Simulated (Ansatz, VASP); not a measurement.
## One calculation of La2O3, two programs

```xyz
10
Lattice="-3.1291 5.4160 0.0002 -6.2572 0.0005 -0.0011 -3.1279 1.8062 5.2766" Properties=species:S:1:pos:R:3 pbc="T T T"
La   -3.1288    1.8052    3.0844
La   -6.2573    3.6112    4.8303
La   -9.3859    5.4169    2.1915
La   -6.2572    3.6108    0.4455
O    -7.5912    1.8057    1.3182
O    -4.0265    3.3592    1.3188
O    -7.1541    5.6692    1.3189
O    -4.9224    5.4175    3.9579
O    -8.4874    3.8641    3.9565
O    -5.3595    1.5542    3.9565
```

Change from the starting cell: cell x1, atoms moved at random (sigma 0.1 Å) and cell strained at random (1.5 %), then relaxed without symmetry.

Alike in both runs: functional PBE; k mesh 4 × 4 × 4; occupations gaussian, width 0.1 eV; no spin polarisation.

Ansatz relaxed the structure, and its values are those at the end. VASP's run is a single point on that final structure, the one shown.

|  | VASP | Ansatz |
| --- | --- | --- |
| version | VASP 6.6.1 | Ansatz 0.2.0 |
| potentials or method | VASP PAW PBE potentials, release 64 (La, O), cutoff 520 eV | scalar-relativistic, plane waves, PAW |
| valence electrons in the cell | 80 | 80 |

Ansatz gave:

* gap on the k mesh at the Fermi level (eV): 3.82
* least direct gap on the mesh (eV): 4.09
* pressure (GPa): -0.1
* rms of the force components (eV/Å): 0.004

**Question.** Which values does VASP return?

**Answer.** gap on the k mesh at the Fermi level (eV): 3.83; least direct gap on the mesh (eV): 4.09; pressure (GPa): -0.3; rms of the force components (eV/Å): 0.004.

Neither program's run includes spin-orbit coupling.
